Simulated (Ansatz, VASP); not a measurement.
**InSb in VASP and in Ansatz**

The input INCAR:

```
PREC = Accurate ; ENCUT = 520
EDIFF = 1E-7 ; ISMEAR = 0
SIGMA = 0.15 ; LREAL = F
LASPH = T ; NELM = 60
ALGO = Normal ; ISIF = 2
LWAVE = F ; LCHARG = T
GGA = PS ; LELF = T
LVHAR = T ; NBANDS = 16
```

Contents of KPOINTS:

```
regular mesh
0
Gamma
  14 14 14
```

POSCAR

```
InSb
1.0
    0.0000000000      3.0186075827      3.0186075827
    3.0186075827      0.0000000000      3.0186075827
    3.0186075827      3.0186075827      0.0000000000
In Sb
1 1
Direct
    0.0000000000      0.0000000000      0.0000000000
    0.5000000000      0.5000000000      0.5000000000
```

Input for Ansatz:

```yaml
crystal:
  lattice:
    - [0.0, 3.0186075827, 3.0186075827]
    - [3.0186075827, 0.0, 3.0186075827]
    - [3.0186075827, 3.0186075827, 0.0]
  atoms:
    - { symbol: In, position: [0.0, 0.0, 0.0] }
    - { symbol: Sb, position: [0.5, 0.5, 0.5] }
basis:
  ecutwfc: 420
kpoints:
  mp_grid: { grid: [14, 14, 14] }
hamiltonian:
  xc: pbesol
  pseudopotentials: { kind: paw, azcp: { folder: soft_1 } }
scf:
  occupations: { method: gaussian, width: 0.15 }
output:
  forces: true
  stress: true
  eigenvalues: true
```

Alike in both runs: task single point; functional PBEsol; k mesh 14 × 14 × 14; occupations gaussian, width 0.15 eV; no spin polarisation.

```csv
,VASP,Ansatz
version,VASP 6.6.1,Ansatz 0.2.0
potentials or method,"VASP PAW PBE potentials, release 64 (In_d, Sb), cutoff 520 eV","scalar-relativistic, plane waves, PAW"
valence electrons in the cell,18,28
```

```tsv
	VASP	Ansatz	Ansatz less VASP
gap on the k mesh at the Fermi level (eV)	none	none	-
pressure (GPa)	0.0	0.0	-0.03
```

VASP's potentials were made for PBE, not for PBEsol, and Ansatz warns of the same on its side. A gap of «none» marks a metal or a gap that the smearing closes. VASP's potentials hold 18 valence electrons a cell and Ansatz's 28, so a difference there can come from the potentials and not from the codes.

Spin-orbit coupling is off throughout.
